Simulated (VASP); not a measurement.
# In3GaSb2N2 in VASP: notebook

The runs below take In3GaSb2N2 through single point, with PBE.

Program: VASP 6.6.1. These are calculated values, not measurements. Logs are shortened: lines on timing, memory, paths and dates and some standing lists are left out, and cuts for length are marked.

## (1) The cell of the first run

The structure is trigonal, space group P3m1 (No. 156). The conventional cell has a = 3.464 Å, b = 3.464 Å, c = 15.734 Å, α = 90.00°, β = 90.00°, γ = 120.00°. In (site symmetry 3m) has 3 N at 2.50 Å and 1 In at 2.86 Å and 3 Sb at 3.23 Å within 3.3 Å. Within 3.2 Å of In (site symmetry 3m) lie 3 N at 2.42 Å and 1 In at 2.86 Å and 3 Sb at 3.11 Å. In (site symmetry 3m) has 3 N at 2.17 Å within 2.9 Å. Ga (site symmetry 3m) has 3 N at 2.86 Å and 1 In at 2.90 Å and 3 Sb at 3.13 Å and 6 Ga at 3.46 Å within 3.8 Å. Sb (site symmetry 3m) has 3 Ga at 3.13 Å and 3 In at 3.23 Å and 6 Sb at 3.46 Å within 4.1 Å. Within 4.1 Å of Sb (site symmetry 3m) lie 6 In at 3.11 to 3.31 Å and 6 Sb at 3.46 Å and 3 N at 4.03 Å. N (site symmetry 3m) has 6 In at 2.42 to 2.50 Å within 3.2 Å. Within 2.9 Å of N (site symmetry 3m) lie 3 In at 2.17 Å and 3 Ga at 2.86 Å.

## (2) Single point, PBE

INCAR reads:

```
SYSTEM = In3GaSb2N2
ALGO = Normal ; EDIFF = 1E-6
ENCUT = 520 ; GGA = PE
ISIF = 2 ; ISMEAR = 0
LASPH = .True. ; LCHARG = .True.
LELF = .True. ; LREAL = .False.
LVHAR = .True. ; LWAVE = .False.
NBANDS = 46 ; NELM = 100
PREC = Accurate ; SIGMA = 0.15
```

KPOINTS reads:

```
k-points
0
Gamma
  4 4 1
  0 0 0
```

POSCAR reads:

```
In3GaSb2N2
1.0
    3.4638829583     -0.0000000028      0.0000000000
   -1.7319414767      2.9998106390      0.0000000000
    0.0000000000      0.0000000000     15.7336533096
In Ga Sb N
3 1 2 2
Direct
    0.6666666667      0.3333333333      0.6636273982
    0.6666666667      0.3333333333      0.8454820275
    0.0000000000      0.0000000000      0.1647783616
    0.0000000000      0.0000000000      0.3493714241
    0.3333333333      0.6666666667      0.5021797235
    0.3333333333      0.6666666667      0.9968183738
    0.0000000000      0.0000000000      0.7586358729
    0.6666666667      0.3333333333      0.2191078485
```

Potentials or basis: VASP PAW PBE potentials, release 64 (In_d, Ga_d, Sb, N).

On the command line:

```
$ cat potpaw_PBE.64/In_d/POTCAR potpaw_PBE.64/Ga_d/POTCAR potpaw_PBE.64/Sb/POTCAR potpaw_PBE.64/N/POTCAR > POTCAR
$ mpirun -np 1 vasp_std > vasp.out
```

OUTCAR:

```text
SYSTEM = In3GaSb2N2
   EDIFF = 1E-6
   ENCUT = 520
   GGA = PE
   ISIF = 2
   ISMEAR = 0
   LASPH = .True.
   LREAL = .False.
   NELM = 100
   PREC = Accurate

 ion  position               nearest neighbor table
   1  0.667  0.333  0.664-   7 2.50   7 2.50   7 2.50   2 2.86   5 3.23   5 3.23   5 3.23
   2  0.667  0.333  0.845-   7 2.42   7 2.42   7 2.42   1 2.86   6 3.11   6 3.11   6 3.11
   3  0.000  0.000  0.165-   8 2.17   8 2.17   8 2.17   4 2.90   6 3.31   6 3.31   6 3.31
   4  0.000  0.000  0.349-   3 2.90   5 3.13   5 3.13   5 3.13
   5  0.333  0.667  0.502-   4 3.13   4 3.13   4 3.13   1 3.23   1 3.23   1 3.23
   6  0.333  0.667  0.997-   2 3.11   2 3.11   2 3.11   3 3.31   3 3.31   3 3.31
   7  0.000  0.000  0.759-   2 2.42   2 2.42   2 2.42   1 2.50   1 2.50   1 2.50
   8  0.667  0.333  0.219-   3 2.17   3 2.17   3 2.17

  LATTYP: Found a hexagonal cell.
 ALAT       =     3.4638829583
 C/A-ratio  =     4.5422011942

  Lattice vectors:

 A1 = (   3.4638829583,  -0.0000000028,   0.0000000000)
 A2 = (  -1.7319414767,   2.9998106390,   0.0000000000)
 A3 = (   0.0000000000,   0.0000000000,  15.7336533096)

Analysis of symmetry for initial positions (statically):
=====================================================================
 Subroutine PRICEL returns:
 Original cell was already a primitive cell.

 Routine SETGRP: Setting up the symmetry group for a
 hexagonal supercell.

 Subroutine GETGRP returns: Found  6 space group operations
 (whereof  6 operations were pure point group operations)
 out of a pool of 24 trial point group operations.

The static configuration has the point symmetry C_3v.

Analysis of symmetry for dynamics (positions and initial velocities):
=====================================================================
 Subroutine PRICEL returns:
 Original cell was already a primitive cell.

 Routine SETGRP: Setting up the symmetry group for a
 hexagonal supercell.

 Subroutine GETGRP returns: Found  6 space group operations
 (whereof  6 operations were pure point group operations)
 out of a pool of 24 trial point group operations.

The dynamic configuration has the point symmetry C_3v.

 Subroutine INISYM returns: Found  6 space group operations
 (whereof  6 operations are pure point group operations),
 and found     1 'primitive' translations

----------------------------------------------------------------------------------------
[... 89 lines left out ...]
   NFREE  =      0    steps in history (QN), initial steepest desc. (CG)
   ISIF   =      2    stress and relaxation
   ISYM   =      2    0-nonsym 1-usesym 2-fastsym
   POTIM  = 0.5000    time-step for ionic-motion
   TEBEG  =    0.0;   TEEND  =   0.0 temperature during run
   PSTRESS=    0.0 pullay stress
   NELECT =      72.0000    total number of electrons
   NUPDOWN=      -1.0000    fix difference up-down
   EMIN   =  10.00;   EMAX   =-10.00  energy-range for DOS
   EFERMI =   0.00;   METHOD = LEGACY
   ISMEAR =     0;   SIGMA  =   0.15  broadening in eV -4-tet -1-fermi 0-gaus
   EFERMI_NEDOS =   21; number of points for ismear=-14 and -15
   IALGO  =     38    algorithm
   IMIX   =      4    mixing-type and parameters
     AMIX     =   0.40;   BMIX     =  1.00
     AMIX_MAG =   1.60;   BMIX_MAG =  1.00
  volume/ion in A,a.u.               =      20.44       137.91
  Fermi-wavevector in a.u.,A,eV,Ry     =   1.245537  2.353724 21.107582  1.551364
  Thomas-Fermi vector in A             =   2.379755
   LORBIT       =      0    0 simple, 1 ext, 2 COOP (PROOUT), +10 PAW based schemes
   GGA     = PE    functional components
   LHFCALC =     F    Hartree Fock is set to
   AEXX    =    0.0000 exact exchange contribution
   IVDW    =     0    specifies the selected vdW correction
   LEPSILON=     F    determine dielectric tensor
   LRPA    =     F    only Hartree local field effects (RPA)
 non-spin polarized calculation
 Gauss-broadening in eV      SIGMA  =   0.15
  energy-cutoff  :      520.00
  volume of cell :      163.49
 maximum number of plane-waves:      4433
 NGX is ok and might be reduce to    28
   NGX = 13   NGY = 13   NGZ = 59

 number of electron      72.0000003 magnetization

 Free energy of the ion-electron system (eV)
  ---------------------------------------------------
  ext. energy  EPLUGINS =         0.00000000
  ---------------------------------------------------
  free energy    TOTEN  =       -32.79526863 eV

  energy without entropy =      -32.76184645  energy(sigma->0) =      -32.77855754

 E-fermi :   7.6042     XC(G=0): -10.4960

 val. band max:        7.1056772857   @ k =   0.0000   0.0000   0.0000
 cond. band min:       7.6613858429   @ k =   0.2500   0.2500   0.0000
 fundamental gap:      0.5557085572
 Fermi energy:         7.6041864234

 k-point     1 :       0.0000    0.0000    0.0000
  band No.  band energies     occupation
      1      -7.6725      2.00000
      2      -7.6479      2.00000
      3      -7.5739      2.00000
      4      -7.5252      2.00000
      5      -7.5252      2.00000
      6      -7.4952      2.00000
[... 185 lines left out ...]
     45      11.5487      0.00000
     46      12.3585      0.00000

------------------------ aborting loop because EDIFF is reached ----------------------------------------

  FORCE on cell =-STRESS in cart. coord.  units (eV):
  Direction    XX          YY          ZZ          XY          YZ          ZX
  --------------------------------------------------------------------------------------
  -------------------------------------------------------------------------------------
  Total        0.0392205      0.0392205     -0.2009095      0.0000000      0.0000000     -0.0000000
  in kB        0.3843590      0.3843590     -1.9689038      0.0000000      0.0000000     -0.0000000
  external PRESSURE =      -0.4000619 kB  Pullay stress =       0.0000000 kB

 VOLUME and BASIS-vectors are now :
 -----------------------------------------------------------------------------
  energy-cutoff  :      520.00
  volume of cell :      163.49
      direct lattice vectors                 reciprocal lattice vectors
     3.463882958 -0.000000003  0.000000000     0.288693357  0.166677187  0.000000000
    -1.731941477  2.999810639  0.000000000     0.000000000  0.333354375  0.000000000
     0.000000000  0.000000000 15.733653310     0.000000000  0.000000000  0.063558029

 POSITION                                       TOTAL-FORCE (eV/Angst)
 -----------------------------------------------------------------------------------
      1.73194      0.99994     10.44128        -0.000000      0.000000     -0.043254
      1.73194      0.99994     13.30252         0.000000     -0.000000     -0.013513
      0.00000      0.00000      2.59257         0.000000      0.000000     -0.012476
      0.00000      0.00000      5.49689         0.000000      0.000000     -0.062426
      0.00000      1.99987      7.90112        -0.000000      0.000000      0.074786
      0.00000      1.99987     15.68359         0.000000      0.000000     -0.037543
      0.00000      0.00000     11.93611         0.000000      0.000000      0.023116
      1.73194      0.99994      3.44737        -0.000000     -0.000000      0.071309
 -----------------------------------------------------------------------------------
    total drift:                                0.000000      0.000000     -0.001411

  FREE ENERGIE OF THE ION-ELECTRON SYSTEM (eV)
  ---------------------------------------------------
  free  energy   TOTEN  =       -32.7952686298 eV

  energy  without entropy=      -32.7618464486  energy(sigma->0) =      -32.77855754
```

It took 60 s on 1 thread of Intel Xeon Platinum 8259CL at 2.50GHz (Skylake/Cascade Lake), shared host; peak memory 0.3 GiB.

Results:

- Free energy: -32.7953 eV
- Pressure: 0.0 GPa
- Largest force: 0.075 eV/Å
- Band gap on the k mesh: zero (band 36 reaches 10.44 eV, above the bottom of band 37 at 6.44 eV)

Forces on the atoms (eV/Å):
```
In   0.000  0.000 -0.043
In   0.000  0.000 -0.014
In   0.000  0.000 -0.012
Ga   0.000  0.000 -0.062
Sb   0.000  0.000  0.075
Sb   0.000  0.000 -0.038
N    0.000  0.000  0.023
N    0.000  0.000  0.071
```

Stress tensor (GPa, compression positive):
```
 0.04  0.00  0.00
 0.00  0.04  0.00
 0.00  0.00 -0.20
```

Levels at points of the mesh, in eV from the Fermi level:
```
           k point  band 31  band 32  band 33  band 34  band 35  band 36  band 37  band 38  band 39  band 40
(0.00, 0.00, 0.00)    -1.61    -1.15    -1.15    -0.50     0.22     2.84     3.00     3.45     3.45     3.50
(0.50, 0.00, 0.00)    -2.95    -2.51    -2.33    -2.26    -2.19    -1.30     0.16     0.87     1.05     1.07
```

Caveat: the k points lie up to 0.52 Å⁻¹ apart; spin-orbit coupling is left out, which moves the levels of the heavy elements.

[end of part 1 of 3]
